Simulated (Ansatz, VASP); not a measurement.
## Sn3PbSe4 in VASP and in Ansatz

The input INCAR:

```
PREC = Accurate
ENCUT = 520
EDIFF = 1E-7
ISMEAR = -1
SIGMA = 0.02
LREAL = F
LASPH = T
NELM = 80
ALGO = Normal
ISIF = 2
LWAVE = F
LCHARG = F
GGA = PE
NBANDS = 50
```

KPOINTS

```
Automatic mesh
0
Gamma
  6 6 6
```

File POSCAR:

```
Sn3PbSe4
1.0
   -3.0513221194      3.0513221194      6.0995617265
    3.0513221194     -3.0513221194      6.0995617265
    3.0513221194      3.0513221194     -6.0995617265
Sn Se Pb
3 4 1
Direct
    0.7500000000      0.2500000000      0.5000000000
    0.0000000000      0.0000000000      0.0000000000
    0.2500000000      0.7500000000      0.5000000000
    0.5000000000      0.0000000000      0.5000000000
    0.7536956904      0.7536956904      0.0000000000
    0.0000000000      0.5000000000      0.5000000000
    0.2463043096      0.2463043096      0.0000000000
    0.5000000000      0.5000000000      0.0000000000
```

Input for Ansatz:

```yaml
crystal:
  lattice:
    - [-3.0513221194, 3.0513221194, 6.0995617265]
    - [3.0513221194, -3.0513221194, 6.0995617265]
    - [3.0513221194, 3.0513221194, -6.0995617265]
  atoms:
    - { symbol: Sn, position: [0.75, 0.25, 0.5] }
    - { symbol: Se, position: [0.5, 0.0, 0.5] }
    - { symbol: Sn, position: [0.0, 0.0, 0.0] }
    - { symbol: Se, position: [0.7536956904, 0.7536956904, 0.0] }
    - { symbol: Sn, position: [0.25, 0.75, 0.5] }
    - { symbol: Se, position: [0.0, 0.5, 0.5] }
    - { symbol: Pb, position: [0.5, 0.5, 0.0] }
    - { symbol: Se, position: [0.2463043096, 0.2463043096, 0.0] }
kpoints:
  mp_grid: { grid: [6, 6, 6] }
hamiltonian:
  xc: pbe
scf:
  occupations: { method: fermi_dirac, width: 0.02 }
  n_extra_bands: 6
output:
  forces: true
  stress: true
  eigenvalues: true
```

Alike in both runs: task single point; functional PBE; k mesh 6 × 6 × 6; occupations fermi-dirac, width 0.02 eV; no spin polarisation.

```csv
,VASP,Ansatz
version,VASP 6.6.1,Ansatz 0.2.0
potentials or method,"VASP PAW PBE potentials, release 64 (Sn_d, Se, Pb_d)","plane waves, PAW"
plane-wave cutoff (eV),520,420
valence electrons in the cell,80,120
```

|  | VASP | Ansatz | Ansatz less VASP |
| --- | --- | --- | --- |
| pressure (GPa) | 0.0 | 0.0 | +0.01 |

With one functional, cell and mesh, what is left measures potentials, basis and numerics. VASP's potentials hold 80 valence electrons a cell and Ansatz's 120, so a difference there can come from the potentials and not from the codes.

Neither program's run includes spin-orbit coupling.
